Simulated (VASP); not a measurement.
# GaSb (F-43m) in VASP: a series of runs

Runs on GaSb. Level: LDA. Tasks: vibrations by perturbation theory.

Everything below comes from runs of VASP 6.6.1. Logs are shortened: lines on timing, memory, paths and dates and some standing lists are left out, and cuts for length are marked.

**1. The cell of the first run**

The structure is cubic, space group F-43m (No. 216). The conventional cell has a = 5.510 Å, b = 5.510 Å, c = 5.510 Å, α = 90.00°, β = 90.00°, γ = 90.00°. Ga (site symmetry -43m) has 4 Sb at 2.39 Å within 3.2 Å. Sb (site symmetry -43m) has 4 Ga at 2.39 Å within 3.2 Å.

**2. Vibrations by perturbation theory, LDA**

INCAR

```
  PREC = Accurate
  ENCUT = 520
  EDIFF = 1E-8
  ISMEAR = -1
  SIGMA = 0.15
  LREAL = False
  LASPH = True
  NELM = 100
  ALGO = Normal
  ISIF = 2
  LWAVE = False
  LCHARG = False
  GGA = CA
  NBANDS = 16
  IBRION = 8
  NSW = 1
```

KPOINTS

```
Automatic mesh
0
Gamma
  12 12 12
```

POSCAR

```
GaSb
1.0
    0.0000000000      2.7549924971      2.7549924971
    2.7549924971      0.0000000000      2.7549924971
    2.7549924971      2.7549924971      0.0000000000
Ga Sb
1 1
Direct
    0.0000000000      0.0000000000      0.0000000000
    0.7500000000      0.7500000000      0.7500000000
```

Potentials or basis: VASP PAW LDA potentials, release 64 (Ga_d, Sb).

On the command line:

```sh
> cat potpaw_LDA.64/Ga_d/POTCAR potpaw_LDA.64/Sb/POTCAR > POTCAR
> mpirun -np 1 vasp_std > vasp.out
```

OUTCAR:

```text
PREC = Accurate
   ENCUT = 520
   EDIFF = 1E-8
   ISMEAR = -1
   LREAL = False
   LASPH = True
   NELM = 100
   ISIF = 2
   GGA = CA
   IBRION = 8
   NSW = 1

 ion  position               nearest neighbor table
   1  0.000  0.000  0.000-   2 2.39   2 2.39   2 2.39   2 2.39
   2  0.750  0.750  0.750-   1 2.39   1 2.39   1 2.39   1 2.39

  LATTYP: Found a face centered cubic cell.
 ALAT       =     5.5099849942

  Lattice vectors:

 A1 = (   0.0000000000,   2.7549924971,   2.7549924971)
 A2 = (   2.7549924971,   0.0000000000,   2.7549924971)
 A3 = (   2.7549924971,   2.7549924971,   0.0000000000)

Analysis of symmetry for initial positions (statically):
=====================================================================
 Subroutine PRICEL returns:
 Original cell was already a primitive cell.

 Routine SETGRP: Setting up the symmetry group for a
 face centered cubic supercell.

 Subroutine GETGRP returns: Found 24 space group operations
 (whereof 24 operations were pure point group operations)
 out of a pool of 48 trial point group operations.

The static configuration has the point symmetry T_d .

Analysis of symmetry for dynamics (positions and initial velocities):
=====================================================================
 Subroutine PRICEL returns:
 Original cell was already a primitive cell.

 Routine SETGRP: Setting up the symmetry group for a
 face centered cubic supercell.

 Subroutine GETGRP returns: Found 24 space group operations
 (whereof 24 operations were pure point group operations)
 out of a pool of 48 trial point group operations.

The dynamic configuration has the point symmetry T_d .

 Subroutine INISYM returns: Found 24 space group operations
 (whereof 24 operations are pure point group operations),
 and found     1 'primitive' translations

----------------------------------------------------------------------------------------

                                     Primitive cell

  volume of cell :      41.8207

  direct lattice vectors                    reciprocal lattice vectors
     0.000000000  2.754992497  2.754992497    -0.181488698  0.181488698  0.181488698
     2.754992497  0.000000000  2.754992497     0.181488698 -0.181488698  0.181488698
     2.754992497  2.754992497  0.000000000     0.181488698  0.181488698 -0.181488698

  length of vectors
     3.896147754  3.896147754  3.896147754     0.314347645  0.314347645  0.314347645

  position of ions in fractional coordinates (direct lattice)
     0.000000000  0.000000000  0.000000000
     0.750000000  0.750000000  0.750000000

  ion indices of the primitive-cell ions
   primitive index   ion index
                 1           1
                 2           2

----------------------------------------------------------------------------------------

 KPOINTS: Automatic mesh

Automatic generation of k-mesh.
 Grid dimensions read from file:
 generate k-points for:   12   12   12

 Generating k-lattice:

  Cartesian coordinates                     Fractional coordinates (reciprocal lattice)
    -0.015124058  0.015124058  0.015124058     0.083333333  0.000000000  0.000000000
     0.015124058 -0.015124058  0.015124058     0.000000000  0.083333333  0.000000000
     0.015124058  0.015124058 -0.015124058     0.000000000  0.000000000  0.083333333

  Length of vectors
     0.026195637  0.026195637  0.026195637

  Shift w.r.t. Gamma in fractional coordinates (k-lattice)
     0.000000000  0.000000000  0.000000000

 Subroutine IBZKPT returns following result:
 ===========================================

 Found     72 irreducible k-points:

 Following reciprocal coordinates:
            Coordinates               Weight
  0.000000  0.000000  0.000000      1.000000
  0.083333  0.000000  0.000000      8.000000
  0.166667  0.000000  0.000000      8.000000
  0.250000  0.000000  0.000000      8.000000
  0.333333  0.000000  0.000000      8.000000
  0.416667  0.000000  0.000000      8.000000
[... 16 lines left out ...]
  0.500000  0.166667  0.000000     24.000000
 -0.416667  0.166667  0.000000     24.000000
 [... further k-points ...]
   k-points           NKPTS =     72   k-points in BZ     NKDIM =     72   number of bands    NBANDS=     16
   number of dos      NEDOS =    301   number of ions     NIONS =      2
   total plane-waves  NPLWV =  27000
   dimension x,y,z NGX =    30 NGY =   30 NGZ =   30
   dimension x,y,z NGXF=    60 NGYF=   60 NGZF=   60
   ions per type =               1   1
   NGX,Y,Z   is equivalent  to a cutoff of  12.80, 12.80, 12.80 a.u.
   NGXF,Y,Z  is equivalent  to a cutoff of  25.60, 25.60, 25.60 a.u.
 SYSTEM =  unknown system
   PREC   = accura    normal or accurate (medium, high low for compatibility)
   ISTART =      0    job   : 0-new  1-cont  2-samecut
   ICHARG =      2    charge: 1-file 2-atom 10-const
   ISPIN  =      1    spin polarized calculation?
   LNONCOLLINEAR =      F non collinear calculations
   LSORBIT =      F    spin-orbit coupling
   LASPH  =      T    aspherical Exc in radial PAW
   ENCUT  =  520.0 eV  38.22 Ry    6.18 a.u.   7.24  7.24  7.24*2*pi/ulx,y,z
   NELM   =    100;   NELMIN=  2; NELMDL= -5     # of ELM steps
   EDIFF  = 0.1E-07   stopping-criterion for ELM
   LREAL  =      F    real-space projection
   EDIFFG = 0.1E-06   stopping-criterion for IOM
   NSW    =      1    number of steps for IOM
   IBRION =      8    ionic relax: 0-MD 1-quasi-New 2-CG
   NFREE  =      0    steps in history (QN), initial steepest desc. (CG)
   ISIF   =      2    stress and relaxation
   ISYM   =      2    0-nonsym 1-usesym 2-fastsym
   POTIM  = 0.5000    time-step for ionic-motion
   TEBEG  =    0.0;   TEEND  =   0.0 temperature during run
   PSTRESS=    0.0 pullay stress
   NELECT =      18.0000    total number of electrons
   NUPDOWN=      -1.0000    fix difference up-down
   EMIN   =  10.00;   EMAX   =-10.00  energy-range for DOS
   EFERMI =   0.00;   METHOD = LEGACY
   ISMEAR =    -1;   SIGMA  =   0.15  broadening in eV -4-tet -1-fermi 0-gaus
   EFERMI_NEDOS =   21; number of points for ismear=-14 and -15
   IALGO  =     38    algorithm
   IMIX   =      4    mixing-type and parameters
     AMIX     =   0.40;   BMIX     =  1.00
     AMIX_MAG =   1.60;   BMIX_MAG =  1.00
  volume/ion in A,a.u.               =      20.91       141.11
  Fermi-wavevector in a.u.,A,eV,Ry     =   1.236048  2.335792 20.787172  1.527814
  Thomas-Fermi vector in A             =   2.370672
   LORBIT       =      0    0 simple, 1 ext, 2 COOP (PROOUT), +10 PAW based schemes
   GGA     = CA    functional components
   LHFCALC =     F    Hartree Fock is set to
   AEXX    =    0.0000 exact exchange contribution
   IVDW    =     0    specifies the selected vdW correction
   LEPSILON=     F    determine dielectric tensor
   LRPA    =     F    only Hartree local field effects (RPA)
 non-spin polarized calculation
  energy-cutoff  :      520.00
  volume of cell :       41.82
 maximum number of plane-waves:      1158
 NGX is ok and might be reduce to    30
   NGX = 15   NGY = 15   NGZ = 15

--------------------------------------- Ionic step        1  -------------------------------------------

 number of electron      18.0000004 magnetization

 Free energy of the ion-electron system (eV)
  ---------------------------------------------------
  ext. energy  EPLUGINS =         0.00000000
  ---------------------------------------------------
  free energy    TOTEN  =        -7.66749966 eV

  energy without entropy =       -7.65961911  energy(sigma->0) =       -7.66355938

 E-fermi :   8.5967     XC(G=0): -10.8170

 val. band max:        8.5685583693   @ k =   0.0000   0.0000   0.0000
 cond. band min:       8.7419898606   @ k =   0.4167   0.4167   0.0000
 fundamental gap:      0.1734314913
 Fermi energy:         8.5966643629

 k-point     1 :       0.0000    0.0000    0.0000
  band No.  band energies     occupation
      1      -7.5997      2.00000
      2      -7.5997      2.00000
      3      -7.5997      2.00000
      4      -7.4790      2.00000
      5      -7.4790      2.00000
      6      -5.6279      2.00000
[... 433 lines left out ...]
      3      -7.5606      2.00000
      4      -7.4864      2.00000
      5      -7.4820      2.00000
      6      -2.7684      2.00000
[... 8 lines left out ...]
     15      17.8243      0.00000
     16      18.4581      0.00000

 [... further k-points ...]

------------------------ aborting loop because EDIFF is reached ----------------------------------------

  FORCE on cell =-STRESS in cart. coord.  units (eV):
  Direction    XX          YY          ZZ          XY          YZ          ZX
  --------------------------------------------------------------------------------------
  -------------------------------------------------------------------------------------
  Total        8.0010188      8.0010188      8.0010188      0.0000000      0.0000000     -0.0000000
  in kB      306.5240929    306.5240929    306.5240929      0.0000000      0.0000000     -0.0000000
  external PRESSURE =     306.5240929 kB  Pullay stress =       0.0000000 kB

 VOLUME and BASIS-vectors are now :
 -----------------------------------------------------------------------------
  energy-cutoff  :      520.00
  volume of cell :       41.82
      direct lattice vectors                 reciprocal lattice vectors
     0.000000000  2.754992497  2.754992497    -0.181488698  0.181488698  0.181488698
     2.754992497  0.000000000  2.754992497     0.181488698 -0.181488698  0.181488698
     2.754992497  2.754992497  0.000000000     0.181488698  0.181488698 -0.181488698

 POSITION                                       TOTAL-FORCE (eV/Angst)
 -----------------------------------------------------------------------------------
      0.00000      0.00000      0.00000        -0.000000      0.000000     -0.000000
      4.13249      4.13249      4.13249         0.000000     -0.000000      0.000000
 -----------------------------------------------------------------------------------
    total drift:                                0.000001      0.000001      0.000001

  FREE ENERGIE OF THE ION-ELECTRON SYSTEM (eV)
  ---------------------------------------------------
  free  energy   TOTEN  =        -7.6674996568 eV

  energy  without entropy=       -7.6596191123  energy(sigma->0) =       -7.66355938

[... ionic steps 2 to 3 ...]

--------------------------------------- Ionic step        4  -------------------------------------------

------------------------ aborting loop because EDIFF is reached ----------------------------------------

[... ionic steps 5 to 6 ...]

--------------------------------------- Ionic step        7  -------------------------------------------

 Free energy of the ion-electron system (eV)
  ---------------------------------------------------
  ---------------------------------------------------
  free energy    TOTEN  =        -0.02642988 eV

  energy without entropy =       -0.02642988

------------------------ aborting loop because EDIFF is reached ----------------------------------------

 INTERNAL STRAIN TENSOR  FOR ION    2  DIRECTION 1   (eV/Angst):
 -----------------------------------------------------------------------------
    -0.00793  0.00000  0.00000
     0.00000  0.00514 21.71145
     0.00000 21.71145  0.00514

 INTERNAL STRAIN TENSOR FOR ION    2 for displacements in x,y,z  (eV/Angst):
          X           Y           Z          XY          YZ          ZX
  --------------------------------------------------------------------------------
  x     0.00000     0.00000     0.00000     0.00000    21.71145     0.00000
  y     0.00000     0.00000     0.00000     0.00000     0.00000    21.71145
  z     0.00000     0.00000     0.00000    21.71145     0.00000     0.00000

 SECOND DERIVATIVES (NOT SYMMETRIZED)
 ------------------------------------
               1X          1Y          1Z          2X          2Y          2Z
  1X   -16.074702    0.000000    0.000000   16.074702    0.000000    0.000000
  1Y     0.000000  -16.074702    0.000000    0.000000   16.074702    0.000000
  1Z     0.000000    0.000000  -16.074702    0.000000    0.000000   16.074702
  2X    16.049677    0.000000    0.000000  -16.049677    0.000000    0.000000
  2Y     0.000000   16.049677    0.000000    0.000000  -16.049677    0.000000
  2Z     0.000000    0.000000   16.049677    0.000000    0.000000  -16.049677

 Eigenvectors and eigenvalues of the dynamical matrix
 ----------------------------------------------------

   1 f  =    9.410882 THz    59.130317 2PiTHz  313.913241 cm-1    38.920264 meV
             X         Y         Z           dx          dy          dz
      0.000000  0.000000  0.000000     0.000000    0.797634    0.000000
      4.132489  4.132489  4.132489     0.000000   -0.603141    0.000000
[... 21 lines left out ...]
   6 f/i=    0.003527 THz     0.022160 2PiTHz    0.117644 cm-1     0.014586 meV
             X         Y         Z           dx          dy          dz
      0.000000  0.000000  0.000000     0.000000    0.000000   -0.603141
      4.132489  4.132489  4.132489     0.000000    0.000000   -0.797634

--------------------------------------------------------------------------------------------------------

 ELASTIC MODULI CONTR FROM IONIC RELAXATION (kBar)
 Direction    XX          YY          ZZ          XY          YZ          ZX
 --------------------------------------------------------------------------------
 XX          -0.0000     -0.0000     -0.0000     -0.0000      0.0000      0.0000
 YY          -0.0000     -0.0000     -0.0000     -0.0000     -0.0000      0.0000
 ZZ          -0.0000     -0.0000     -0.0000      0.0000     -0.0000      0.0000
 XY          -0.0000     -0.0000      0.0000  -1134.1290      0.0000      0.0000
 YZ           0.0000     -0.0000     -0.0000      0.0000  -1134.1290      0.0000
 ZX           0.0000      0.0000      0.0000      0.0000      0.0000  -1134.1290
 --------------------------------------------------------------------------------
```

Wall time 5.3 min (1 thread of Intel Xeon Platinum 8559C (Emerald Rapids), shared host); peak memory 0.49 GiB.

What came out:

* Highest phonon frequency at Γ, LO-TO splitting left out: 314 cm⁻¹

Phonon frequencies in cm⁻¹ (negative: imaginary):
| q point | frequencies |
| --- | --- |
| (0.000, 0.000, 0.000) | 0 0 0 314 314 314 |

Caveat: the cell stands under pressure or tension, which shifts response properties; spin-orbit coupling is left out, which moves the levels of the heavy elements.

(Part 1 of 2 ends here.)
